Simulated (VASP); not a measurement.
# Mo (R-3m) in VASP: further runs, part 2 of 2

VASP 6.6.1. The steps go on from the part before.

## 4. Single point, PBEsol

This run uses another cell than the first one: it holds 12 atoms, not 2.

INCAR

```
ALGO = Normal ; EDIFF = 1E-6
ENCUT = 520 ; GGA = PS
ISIF = 2 ; ISMEAR = 0
LASPH = T ; LCHARG = F
LREAL = F ; LWAVE = F
NBANDS = 96 ; NELM = 100
PREC = Accurate ; SIGMA = 0.1
```

KPOINTS

```
k-points
0
Gamma
  3 3 3
```

POSCAR

```
Mo
1.0
    2.6171397962      1.5110063658      9.1283619460
   -2.6171397962      1.5110063658      9.1283619460
    0.0000000000     -3.0220127316      9.1283619460
Mo
12
Direct
    0.0452696352      0.5479837156      0.0452696352
    0.0452696352      0.0452696352      0.5479837156
    0.5479837156      0.0452696352      0.0452696352
    0.9547303648      0.4520162844      0.9547303648
    0.4520162844      0.9547303648      0.9547303648
    0.9547303648      0.9547303648      0.4520162844
    0.2084892356      0.7044697614      0.2084892356
    0.2084892356      0.2084892356      0.7044697614
    0.7044697614      0.2084892356      0.2084892356
    0.7915107644      0.2955302386      0.7915107644
    0.2955302386      0.7915107644      0.7915107644
    0.7915107644      0.7915107644      0.2955302386
```

Potentials or basis: VASP PAW PBE potentials, release 64 (Mo_sv).

Run with:

```sh
cat potpaw_PBE.64/Mo_sv/POTCAR > POTCAR
mpirun -np 1 vasp_std > vasp.out
```

OUTCAR:

```text
EDIFF = 1E-6
   ENCUT = 520
   GGA = PS
   ISIF = 2
   ISMEAR = 0
   LASPH = T
   LREAL = F
   NELM = 100
   PREC = Accurate

 ion  position               nearest neighbor table
   1  0.045  0.548  0.045-   4 2.53   2 2.60   3 2.60   2 2.63   3 2.63  11 2.66  12 2.66
   2  0.045  0.045  0.548-   6 2.53   3 2.60   1 2.60   1 2.63   3 2.63  10 2.66  11 2.66
   3  0.548  0.045  0.045-   5 2.53   2 2.60   1 2.60   2 2.63   1 2.63  10 2.66  12 2.66
   4  0.955  0.452  0.955-   1 2.53   6 2.60   5 2.60   6 2.63   5 2.63   9 2.66   8 2.66
   5  0.452  0.955  0.955-   3 2.53   6 2.60   4 2.60   6 2.63   4 2.63   7 2.66   8 2.66
   6  0.955  0.955  0.452-   2 2.53   4 2.60   5 2.60   4 2.63   5 2.63   7 2.66   9 2.66
   7  0.208  0.704  0.208-   8 2.60   9 2.60   8 2.64   9 2.64   5 2.66   6 2.66  11 2.69  12 2.69
[... 7 lines left out ...]
  11  0.296  0.792  0.792-  12 2.60  10 2.60  12 2.64  10 2.64   1 2.66   2 2.66   7 2.69   8 2.69

  12  0.792  0.792  0.296-  10 2.60  11 2.60  11 2.64  10 2.64   1 2.66   3 2.66   7 2.69   9 2.69

  LATTYP: Found a trigonal (rhomboedric) cell.
 ALAT       =     9.6155890494
 COS(alpha) =     0.8518396313

  Lattice vectors:

 A1 = (   2.6171397962,   1.5110063658,   9.1283619460)
 A2 = (  -2.6171397962,   1.5110063658,   9.1283619460)
 A3 = (   0.0000000000,  -3.0220127316,   9.1283619460)

Analysis of symmetry for initial positions (statically):
=====================================================================
 Subroutine PRICEL returns:
 Original cell was already a primitive cell.

 Routine SETGRP: Setting up the symmetry group for a
 trigonal (rhombohedral) supercell.

 Subroutine GETGRP returns: Found 12 space group operations
 (whereof 12 operations were pure point group operations)
 out of a pool of 12 trial point group operations.

The static configuration has the point symmetry D_3d.

Analysis of symmetry for dynamics (positions and initial velocities):
=====================================================================
 Subroutine PRICEL returns:
 Original cell was already a primitive cell.

 Routine SETGRP: Setting up the symmetry group for a
 trigonal (rhombohedral) supercell.

 Subroutine GETGRP returns: Found 12 space group operations
 (whereof 12 operations were pure point group operations)
 out of a pool of 12 trial point group operations.

The dynamic configuration has the point symmetry D_3d.

 Subroutine INISYM returns: Found 12 space group operations
 (whereof 12 operations are pure point group operations),
 and found     1 'primitive' translations

----------------------------------------------------------------------------------------

                                     Primitive cell

  volume of cell :     216.5895

  direct lattice vectors                    reciprocal lattice vectors
     2.617139796  1.511006366  9.128361946     0.191048258  0.110301763  0.036516227
    -2.617139796  1.511006366  9.128361946    -0.191048258  0.110301763  0.036516227
     0.000000000 -3.022012732  9.128361946     0.000000000 -0.220603527  0.036516227

  length of vectors
[... 65 lines left out ...]
   k-points           NKPTS =      6   k-points in BZ     NKDIM =      6   number of bands    NBANDS=     96
   number of dos      NEDOS =    301   number of ions     NIONS =     12
   total plane-waves  NPLWV = 373248
   dimension x,y,z NGX =    72 NGY =   72 NGZ =   72
   dimension x,y,z NGXF=   144 NGYF=  144 NGZF=  144
   ions per type =              12
   NGX,Y,Z   is equivalent  to a cutoff of  12.45, 12.45, 12.45 a.u.
   NGXF,Y,Z  is equivalent  to a cutoff of  24.90, 24.90, 24.90 a.u.
 SYSTEM =  unknown system
   PREC   = accura    normal or accurate (medium, high low for compatibility)
   ISTART =      0    job   : 0-new  1-cont  2-samecut
   ICHARG =      2    charge: 1-file 2-atom 10-const
   ISPIN  =      1    spin polarized calculation?
   LNONCOLLINEAR =      F non collinear calculations
   LSORBIT =      F    spin-orbit coupling
   LASPH  =      T    aspherical Exc in radial PAW
   ENCUT  =  520.0 eV  38.22 Ry    6.18 a.u.  17.88 17.88 17.88*2*pi/ulx,y,z
   NELM   =    100;   NELMIN=  2; NELMDL= -5     # of ELM steps
   EDIFF  = 0.1E-05   stopping-criterion for ELM
   LREAL  =      F    real-space projection
   EDIFFG = 0.1E-04   stopping-criterion for IOM
   NSW    =      0    number of steps for IOM
   IBRION =     -1    ionic relax: 0-MD 1-quasi-New 2-CG
   NFREE  =      0    steps in history (QN), initial steepest desc. (CG)
   ISIF   =      2    stress and relaxation
   ISYM   =      2    0-nonsym 1-usesym 2-fastsym
   POTIM  = 0.5000    time-step for ionic-motion
   TEBEG  =    0.0;   TEEND  =   0.0 temperature during run
   PSTRESS=    0.0 pullay stress
   NELECT =     168.0000    total number of electrons
   NUPDOWN=      -1.0000    fix difference up-down
   EMIN   =  10.00;   EMAX   =-10.00  energy-range for DOS
   EFERMI =   0.00;   METHOD = LEGACY
   ISMEAR =     0;   SIGMA  =   0.10  broadening in eV -4-tet -1-fermi 0-gaus
   EFERMI_NEDOS =   21; number of points for ismear=-14 and -15
   IALGO  =     38    algorithm
   IMIX   =      4    mixing-type and parameters
     AMIX     =   0.40;   BMIX     =  1.00
     AMIX_MAG =   1.60;   BMIX_MAG =  1.00
  volume/ion in A,a.u.               =      18.05       121.80
  Fermi-wavevector in a.u.,A,eV,Ry     =   1.504177  2.842482 30.783823  2.262547
  Thomas-Fermi vector in A             =   2.615190
   LORBIT       =      0    0 simple, 1 ext, 2 COOP (PROOUT), +10 PAW based schemes
   GGA     = PS    functional components
   LHFCALC =     F    Hartree Fock is set to
   AEXX    =    0.0000 exact exchange contribution
   IVDW    =     0    specifies the selected vdW correction
   LEPSILON=     F    determine dielectric tensor
   LRPA    =     F    only Hartree local field effects (RPA)
 non-spin polarized calculation
 Gauss-broadening in eV      SIGMA  =   0.10
  energy-cutoff  :      520.00
  volume of cell :      216.59
 maximum number of plane-waves:      5848
   NGX = 35   NGY = 35   NGZ = 35

 number of electron     168.0000002 magnetization

 Free energy of the ion-electron system (eV)
  ---------------------------------------------------
  ext. energy  EPLUGINS =         0.00000000
  ---------------------------------------------------
  free energy    TOTEN  =      -127.60155184 eV

  energy without entropy =     -127.53622946  energy(sigma->0) =     -127.56889065

 E-fermi :   9.9941     XC(G=0): -12.4506

 val. band max:        9.9669033348   @ k =   0.3333   0.0000   0.0000
 cond. band min:      10.0231273816   @ k =  -0.3333   0.3333   0.0000
 fundamental gap:      0.0562240467
 Fermi energy:         9.9940880161

 k-point     1 :       0.0000    0.0000    0.0000
  band No.  band energies     occupation
      1     -50.9196      2.00000
      2     -50.7867      2.00000
      3     -50.7659      2.00000
      4     -50.6290      2.00000
      5     -50.5914      2.00000
      6     -50.5914      2.00000
[... 583 lines left out ...]
     95      11.5032      0.00000
     96      11.7396      0.00000

------------------------ aborting loop because EDIFF is reached ----------------------------------------

  FORCE on cell =-STRESS in cart. coord.  units (eV):
  Direction    XX          YY          ZZ          XY          YZ          ZX
  --------------------------------------------------------------------------------------
  -------------------------------------------------------------------------------------
  Total        1.1231161      1.1231161      1.1447603      0.0000000     -0.0000000      0.0000000
  in kB        8.3080277      8.3080277      8.4681358      0.0000000     -0.0000000      0.0000000
  external PRESSURE =       8.3613971 kB  Pullay stress =       0.0000000 kB

 VOLUME and BASIS-vectors are now :
 -----------------------------------------------------------------------------
  energy-cutoff  :      520.00
  volume of cell :      216.59
      direct lattice vectors                 reciprocal lattice vectors
     2.617139796  1.511006366  9.128361946     0.191048258  0.110301763  0.036516227
    -2.617139796  1.511006366  9.128361946    -0.191048258  0.110301763  0.036516227
     0.000000000 -3.022012732  9.128361946     0.000000000 -0.220603527  0.036516227

 POSITION                                       TOTAL-FORCE (eV/Angst)
 -----------------------------------------------------------------------------------
     -1.31567      0.75960      5.82867         0.021518     -0.012423     -0.006062
      0.00000     -1.51921      5.82867         0.000000      0.024847     -0.006062
      1.31567      0.75960      5.82867        -0.021518     -0.012423     -0.006062
      1.31567     -0.75960     21.55642        -0.021518      0.012423      0.006062
     -1.31567     -0.75960     21.55642         0.021518      0.012423      0.006062
      0.00000      1.51921     21.55642         0.000000     -0.024847      0.006062
     -1.29805      0.74943     10.23699        -0.018283      0.010556      0.006843
      0.00000     -1.49886     10.23699         0.000000     -0.021112      0.006843
      1.29805      0.74943     10.23699         0.018283      0.010556      0.006843
      1.29805     -0.74943     17.14810         0.018283     -0.010556     -0.006843
     -1.29805     -0.74943     17.14810        -0.018283     -0.010556     -0.006843
      0.00000      1.49886     17.14810         0.000000      0.021112     -0.006843
 -----------------------------------------------------------------------------------
    total drift:                               -0.000000      0.000000     -0.000000

  FREE ENERGIE OF THE ION-ELECTRON SYSTEM (eV)
  ---------------------------------------------------
  free  energy   TOTEN  =      -127.6015518385 eV

  energy  without entropy=     -127.5362294633  energy(sigma->0) =     -127.56889065
```

Wall time 12 min (1 thread of AMD EPYC 7R13 (Zen 3), shared host); peak memory 0.63 GiB.

What came out:

| Quantity | Value |
| --- | --- |
| Free energy | -127.6016 eV |
| Pressure | 0.8 GPa |
| Largest force | 0.026 eV/Å |
| Band gap on the k mesh | zero (band 84 reaches 11.25 eV, above the bottom of band 85 at 9.59 eV) |

Forces in eV/Å, atoms in the order of the input:
```
Mo   0.022 -0.012 -0.006
Mo   0.000  0.025 -0.006
Mo  -0.022 -0.012 -0.006
Mo  -0.022  0.012  0.006
Mo   0.022  0.012  0.006
Mo   0.000 -0.025  0.006
Mo  -0.018  0.011  0.007
Mo   0.000 -0.021  0.007
Mo   0.018  0.011  0.007
Mo   0.018 -0.011 -0.007
Mo  -0.018 -0.011 -0.007
Mo   0.000  0.021 -0.007
```

Caveat: the k points lie up to 0.47 Å⁻¹ apart; the PAW data sets were made with another functional, which shifts forces and pressure a little.

## 5. Relaxation of cell and atoms, PBEsol

This run uses another cell than the first one, of 16.61 Å³/atom, 1.061 times its volume.

INCAR

```
PREC = Accurate ; ENCUT = 600
EDIFF = 1E-6 ; ISMEAR = 0
SIGMA = 0.1 ; LREAL = F
LASPH = T ; NELM = 60
ALGO = Normal ; ISIF = 3
LWAVE = F ; LCHARG = F
GGA = PS ; IBRION = 2
NSW = 90 ; EDIFFG = -0.04
```

KPOINTS

```
Automatic mesh
0
Gamma
  6 6 6
```

POSCAR

```
Mo
1.0
    1.7293115122      0.9984184671      3.2068008670
   -1.7293115122      0.9984184671      3.2068008670
    0.0000000000     -1.9968369342      3.2068008670
Mo
2
Direct
    0.2275400000      0.2275400000      0.2275400000
    0.7724600000      0.7724600000      0.7724600000
```

Run with:

```sh
cat potpaw_PBE.64/Mo_sv/POTCAR > POTCAR
mpirun -np 1 vasp_std > vasp.out
```

Wall time 1.9 min (1 thread of Intel Xeon 6975P-C (Granite Rapids), shared host); peak memory 0.18 GiB.

The run converged. Its results:

| Quantity | Value |
| --- | --- |
| Free energy | -22.8482 eV |
| Relaxed volume | 15.69 Å³/atom |
| Relaxed cell | a = 4.445 Å, b = 4.445 Å, c = 4.445 Å, α = 39.07°, β = 39.07°, γ = 39.07° |
| Space group after relaxing (to 0.05 Å) | R-3m (No. 166) |
| Energy gained by relaxing | 1203.9 meV/atom |
| Ionic steps | 17 |
| Pressure after relaxing | 0.0 GPa |
| Largest force after relaxing | 0.016 eV/Å |
| Band gap on the k mesh | zero (band 14 reaches 13.09 eV, above the bottom of band 15 at 11.54 eV) |

Forces on the atoms (eV/Å):
```
Mo   0.000  0.000 -0.016
Mo   0.000  0.000  0.016
```

Stress tensor (GPa, compression positive):
```
-0.04  0.00  0.00
 0.00 -0.04  0.00
 0.00  0.00  0.17
```

Step by step:
| step | energy change (eV) | largest force (eV/Å) | pressure (GPa) | volume (Å³) |
| --- | --- | --- | --- | --- |
| 1 | 0.0000 | 5.1968 | 21.31 | 33.22 |
| 2 | 0.4340 | 0.3117 | -34.14 | 44.98 |
| 3 | -0.7351 | 0.9952 | -14.54 | 37.35 |
| 4 | -0.7438 | 1.1997 | -12.34 | 36.96 |
| 5 | -1.5596 | 0.0022 | -4.36 | 33.43 |
| 6 | -1.7578 | 1.2472 | 9.45 | 31.49 |
| 7 | -2.1224 | 2.2564 | 5.73 | 31.68 |
| 8 | -2.1236 | 2.3474 | 5.87 | 31.68 |
| 9 | -2.3022 | 0.7543 | -10.53 | 33.09 |
| 10 | -2.3022 | 0.7774 | -10.34 | 33.07 |
| 11 | -2.4046 | 0.1202 | 0.80 | 31.26 |
| 12 | -2.4046 | 0.1265 | 0.73 | 31.28 |
| 13 | -2.4046 | 0.1381 | 0.52 | 31.31 |
| 14 | -2.4068 | 0.0818 | -0.10 | 31.38 |
| 15 | -2.4077 | 0.0261 | -0.56 | 31.44 |
| 16 | -2.4077 | 0.0045 | 0.66 | 31.30 |
| 17 | -2.4079 | 0.0159 | 0.03 | 31.37 |

Final structure:
```cif
data_structure
_symmetry_space_group_name_H-M 'P 1'
_symmetry_Int_Tables_number 1
_cell_length_a 4.4450
_cell_length_b 4.4450
_cell_length_c 4.4450
_cell_angle_alpha 39.067
_cell_angle_beta 39.067
_cell_angle_gamma 39.067
_cell_volume 31.37
loop_
_atom_site_label
_atom_site_type_symbol
_atom_site_fract_x
_atom_site_fract_y
_atom_site_fract_z
_atom_site_occupancy
Mo1 Mo 0.25013 0.25013 0.25013 1
Mo2 Mo 0.74987 0.74987 0.74987 1
```

Levels at points of the mesh, in eV from the Fermi level:
```csv
k point,band 12,band 13,band 14,band 15,band 16,band 17
"(0.00, 0.00, 0.00)",-2.26,-1.97,-1.97,0.87,2.10,2.10
"(0.50, 0.00, 0.00)",-2.50,-0.92,-0.90,0.19,0.22,3.02
"(0.50, 0.50, 0.00)",-2.44,0.54,0.81,2.70,3.22,3.93
"(0.50, 0.50, 0.50)",-0.79,-0.78,-0.78,-0.75,-0.71,1.02
```

Caveat: the k points lie up to 0.42 Å⁻¹ apart in the final cell; the PAW data sets were made with another functional, which shifts forces and pressure a little.

## 6. The runs side by side

```csv
task,cell,k mesh,cutoff (eV),gap on the mesh (eV),pressure (GPa),largest force (eV/Å)
single point,"a = 4.447 Å, angles 39.0°, 2 atoms",6 × 6 × 6,520,none,0.5,-
single point,"a = 9.455 Å, angles 32.7°, 12 atoms",6 × 6 × 6,520,none,0.5,0.02
single point,"a = 9.616 Å, angles 31.6°, 12 atoms",3 × 3 × 3,520,none,0.8,0.03
relaxation of cell and atoms,"relaxed from a = 3.778 Å, angles 54.5°, 2 atoms",6 × 6 × 6,600,none,0.0,0.02
```

Alike in all rows: level PBEsol; potentials or basis VASP PAW PBE potentials, release 64 (Mo_sv); no spin polarisation; smearing gaussian 0.1 eV.

Caveats: some runs use coarse meshes; the PAW data sets were made with another functional, which shifts forces and pressure a little.

Total energies depend on the potentials used, so only differences within one code and one set of settings carry meaning.
